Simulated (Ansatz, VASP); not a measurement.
BAs in VASP and in Ansatz

Contents of INCAR:

```
SYSTEM = BAs
ALGO     = Normal         ! electronic algorithm
EDIFF    = 1E-6           ! SCF threshold, eV
EDIFFG   = -0.005         ! ionic threshold
ENCUT    = 600            ! plane-wave cutoff, eV
GGA      = PE             ! functional
IBRION   = 2              ! ionic algorithm
ISIF     = 3              ! what is computed and relaxed
ISMEAR   = 0              ! smearing method
IVDW     = 12             ! dispersion correction
LASPH    = .True.         ! aspherical terms in the spheres
LCHARG   = .False.        ! write CHGCAR
LREAL    = .False.        ! projectors in reciprocal space
LWAVE    = .False.        ! write WAVECAR
NELM     = 80             ! most SCF steps
NSW      = 80             ! ionic steps
PREC     = Accurate       ! precision mode
SIGMA    = 0.01           ! smearing width, eV
```

The input KPOINTS:

```
k-points
0
Gamma
  8 8 8
  0 0 0
```

POSCAR

```
BAs
1.0
    0.0000000000      2.3885000000      2.3885000000
    2.3885000000      0.0000000000      2.3885000000
    2.3885000000      2.3885000000      0.0000000000
B As
1 1
Direct
    0.0000000000      0.0000000000      0.0000000000
    0.2500000000      0.2500000000      0.2500000000
```

Input for Ansatz:

```yaml
crystal:
  lattice:
    - [0.0, 2.3885, 2.3885]
    - [2.3885, 0.0, 2.3885]
    - [2.3885, 2.3885, 0.0]
  atoms:
    - { symbol: B, position: [0.0, 0.0, 0.0] }
    - { symbol: As, position: [0.25, 0.25, 0.25] }
kpoints:
  mp_grid:
    grid: [8, 8, 8]
hamiltonian:
  xc: pbe
  dispersion: d3bj
scf:
  convergence:
    dr2_threshold: 1.0e-10
  occupations:
    method: fixed
relax:
  f_tol: 0.005
  cell: {}
```

Alike in both runs: task relaxation of cell and atoms; functional PBE; dispersion D3(BJ); k mesh 8 × 8 × 8; no spin polarisation.

|  | VASP | Ansatz |
| --- | --- | --- |
| version | VASP 6.6.1 | Ansatz 0.2.0 |
| potentials or method | VASP PAW PBE potentials, release 64 (B, As) | plane waves, PAW |
| plane-wave cutoff (eV) | 600 | 420 |
| occupations | gaussian, width 0.01 eV | fixed |
| valence electrons in the cell | 8 | 18 |

```csv
,VASP,Ansatz,Ansatz less VASP
relaxed volume (Å³/atom),13.58,13.52,-0.064
relaxed cell length with the largest relative difference (Å),3.374,3.369,-0.0053
```

VASP's potentials hold 8 valence electrons a cell and Ansatz's 18, so a difference there can come from the potentials and not from the codes.
